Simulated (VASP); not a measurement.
Set up this calculation in VASP 6.6.1, as the native input.

```yaml
Task: density of states
Functional: PBEsol
Potentials_or_basis: VASP PAW PBE potentials, release 64 (Cd, Te)
Cutoff: 520 eV
k_mesh: 12 × 12 × 12
Occupations: fermi-dirac, width 0.05 eV
Spin: no spin polarisation
Dipole_correction: no
k_mesh_for_the_DOS: 18 × 18 × 18
Occupations_for_the_DOS: tetrahedron
Further_INCAR_settings: ALGO = Normal; EDIFF = 1e-06; NBANDS = 16
```

Crystal: CdTe (zincblende type).

```
Cd Te
1.0
     0.00000    3.10971    3.10971
     3.10971    0.00000    3.10971
     3.10971    3.10971    0.00000
Cd Te
1 1
Cartesian
  0.0000 0.0000 0.0000
  1.5549 1.5549 1.5549
```

This cell differs from its parent crystal: volume scaled by 0.88.

The input as run:

POSCAR

```
CdTe
1.0
    0.0000000000      3.1097110274      3.1097110274
    3.1097110274      0.0000000000      3.1097110274
    3.1097110274      3.1097110274      0.0000000000
Cd Te
1 1
Direct
    0.0000000000      0.0000000000      0.0000000000
    0.2500000000      0.2500000000      0.2500000000
```

INCAR.step1

```
PREC = Accurate
ENCUT = 520
EDIFF = 1E-6
ISMEAR = -1
SIGMA = 0.05
LREAL = False
LASPH = True
NELM = 60
ALGO = Normal
ISIF = 2
LWAVE = False
LCHARG = True
GGA = PS
NBANDS = 16
```

KPOINTS.step1

```
regular mesh
0
Gamma
  12 12 12
```

INCAR.step2

```
PREC = Accurate
ENCUT = 520
EDIFF = 1E-6
ISMEAR = -5
SIGMA = 0.05
LREAL = False
LASPH = True
NELM = 60
ALGO = Normal
ISIF = 2
LWAVE = False
LCHARG = False
GGA = PS
LORBIT = 10
NBANDS = 16
NEDOS = 2001
ICHARG = 11
```

KPOINTS.step2

```
regular mesh
0
Gamma
  18 18 18
```

Potentials or basis: VASP PAW PBE potentials, release 64 (Cd, Te).

Command:

```bash
$ cat potpaw_PBE.64/Cd/POTCAR potpaw_PBE.64/Te/POTCAR > POTCAR
$ cp INCAR.step1 INCAR
$ cp KPOINTS.step1 KPOINTS
$ mpirun -np 1 vasp_std > vasp.out
$ cp INCAR.step2 INCAR
$ cp KPOINTS.step2 KPOINTS
$ mpirun -np 1 vasp_std > vasp.out
```

Results of the run:

The valence electrons inside the program's atomic spheres are Cd 10.42; Te 3.49.

Caveat: spin-orbit coupling is left out, which moves the levels of the heavy elements.

Wall time 2.3 min on 1 thread of Intel(R) Xeon(R) Platinum 8259CL CPU @ 2.50GHz (Skylake/Cascade Lake), on a shared host, peak memory 0.34 GiB.
